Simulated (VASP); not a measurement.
Write the native input for VASP 6.6.1 that does the following.

```
Task                   : single point
Functional             : PBEsol
Potentials or basis    : VASP PAW PBE potentials, release 64 (C)
Cutoff                 : 600 eV
k mesh                 : 15 × 15 × 15
Occupations            : methfessel-paxton, width 0.0104 eV
Spin                   : no spin polarisation
Dipole correction      : no
Further INCAR settings : ALGO = Normal; EDIFF = 1e-06; NBANDS = 8
```

The structure of C lies in POSCAR:

```
C
1.0
   -1.2045990000      1.2045990000      1.2045990000
    1.2045990000     -1.2045990000      1.2045990000
    1.2045990000      1.2045990000     -1.2045990000
C
1
Direct
    0.0000000000      0.0000000000      0.0000000000
```

One way to write it, as run:

INCAR

```
ALGO = Normal
EDIFF = 1E-6
ENCUT = 600
GGA = PS
GGA_COMPAT = False
ISIF = 2
ISMEAR = 1
LASPH = True
LCHARG = False
LREAL = False
LWAVE = False
NBANDS = 8
NELM = 120
PREC = Accurate
SIGMA = 0.0104
```

KPOINTS

```
k-points
0
Gamma
  15 15 15
```

Potentials or basis: VASP PAW PBE potentials, release 64 (C).

Command:

```bash
$ cat potpaw_PBE.64/C/POTCAR > POTCAR
$ mpirun -np 1 vasp_std > vasp.out
```

It gave:

The pressure is -14.6 GPa and the band gap on the k mesh is zero (band 2 reaches 16.58 eV, above the bottom of band 3 at 3.06 eV).

Caveat: the PAW data sets were made with another functional, which shifts forces and pressure a little.

Run time: 4.3 s on 1 thread of AMD EPYC 7R13 Processor (Zen 3) (shared host), peak memory 0.08 GiB.
